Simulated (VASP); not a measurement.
Wanted: the native input for a VASP 6.6.1 run.

| Item | Value |
| --- | --- |
| Task | single point |
| Functional | PBE |
| Potentials or basis | VASP PAW PBE potentials, release 64 (Li_sv, Tm_3, H), 4f in core |
| Cutoff | 750 eV |
| k mesh | 6 × 6 × 4 |
| Occupations | gaussian, width 0.1 eV |
| Spin | no spin polarisation |
| Dipole correction | no |
| Mended | yes |
| Further INCAR settings | ALGO = Normal; EDIFF = 1e-06; NBANDS = 17 |

The structure of LiTmH4 lies in POSCAR:

```
LiTmH4
1.0
    2.2234271012     -2.7405545927      0.0000000000
    2.2234271012      2.7405545927      0.0000000000
    0.0000000000      0.0000000000      4.9995057058
Li Tm H
1 1 4
Direct
    0.0000000000      0.0000000000      0.1747195555
    0.5000000000      0.5000000000      0.6412795622
    0.8255635431      0.1744364569      0.8381687507
    0.1744364569      0.8255635431      0.8381687507
    0.5000000000      0.0000000000      0.3834931154
    0.0000000000      0.5000000000      0.3834931154
```

The cell was built from a structure type or drawn by symmetry, and may not be a known phase.

These files were run (other wordings do the same):

INCAR

```
PREC     = Accurate       # precision mode
ENCUT    = 750            # plane-wave cutoff, eV
EDIFF    = 1E-6           # SCF threshold, eV
ISMEAR   = 0              # smearing method
SIGMA    = 0.1            # smearing width, eV
LREAL    = F              # projectors in reciprocal space
LASPH    = T              # aspherical terms in the spheres
NELM     = 200            # most SCF steps
ALGO     = Normal         # electronic algorithm
ISIF     = 2              # what is computed and relaxed
LWAVE    = F              # write WAVECAR
LCHARG   = F              # write CHGCAR
GGA      = PE             # functional
NBANDS   = 17             # bands
GGA_COMPAT= F            
LMAXMIX  = 6              # l up to which the mixer works
```

KPOINTS

```
Automatic mesh
0
Gamma
  6 6 4
```

Potentials or basis: VASP PAW PBE potentials, release 64 (Li_sv, Tm_3, H), 4f in core.

Run with:

```bash
$ cat potpaw_PBE.64/Li_sv/POTCAR potpaw_PBE.64/Tm_3/POTCAR potpaw_PBE.64/H/POTCAR > POTCAR
$ mpirun -np 1 vasp_std > vasp.out
```

Results of the run:

```json
{"Pressure": "-0.8 GPa", "Largest force": "0.111 eV/Å", "Band gap on the k mesh": "zero (bands 8 and 9 overlap by 0.16 eV)"}
```

Caveat: spin-orbit coupling is left out, which moves the levels of the heavy elements; the 4f electrons are frozen in the core, so they carry no moment and show no levels.

It took 40 s on 1 thread of AMD EPYC 9R45 96-Core Processor (Zen 5) (shared host), peak memory 0.23 GiB.
